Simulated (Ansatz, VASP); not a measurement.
**One calculation of ReSbN, two programs**

```
Re Sb N
1.0
     3.43212    0.00000    0.00000
     0.00000    3.43212    0.00000
     0.00000    0.00000    8.59263
Re Sb N
2 2 2
Direct
  0.00000 0.50000 0.87324
  0.50000 0.00000 0.12676
  0.00000 0.50000 0.33346
  0.50000 0.00000 0.66654
  0.00000 0.00000 0.00000
  0.50000 0.50000 0.00000
```

Alike in both runs: task single point; functional PBE; k mesh 8 × 8 × 3; occupations fermi-dirac, width 0.05 eV; no spin polarisation.

```csv
,VASP,Ansatz
version,VASP 6.6.1,Ansatz 0.2.0
potentials or method,"VASP PAW PBE potentials, release 64 (Re, Sb, N)",Ansatz PAW
plane-wave cutoff (eV),520,420
valence electrons in the cell,34,70
```

```tsv
	VASP	Ansatz	Ansatz less VASP
gap on the k mesh at the Fermi level (eV)	none	none	-
pressure (GPa)	0.0	-1.3	-1.33
traceless stress, the component that is largest in VASP (GPa)	0.53	0.66	+0.126
rms of the force components (eV/Å)	0.025	0.107	+0.0817
```

Atom by atom the forces differ by 0.118 eV/Å (rms over components). A gap of «none» marks a metal or a gap that the smearing closes. The functional is the same, so the differences come from potentials, cutoffs and numerics. VASP's potentials hold 34 valence electrons a cell and Ansatz's 70, so a difference there can come from the potentials and not from the codes.

Neither program's run includes spin-orbit coupling.
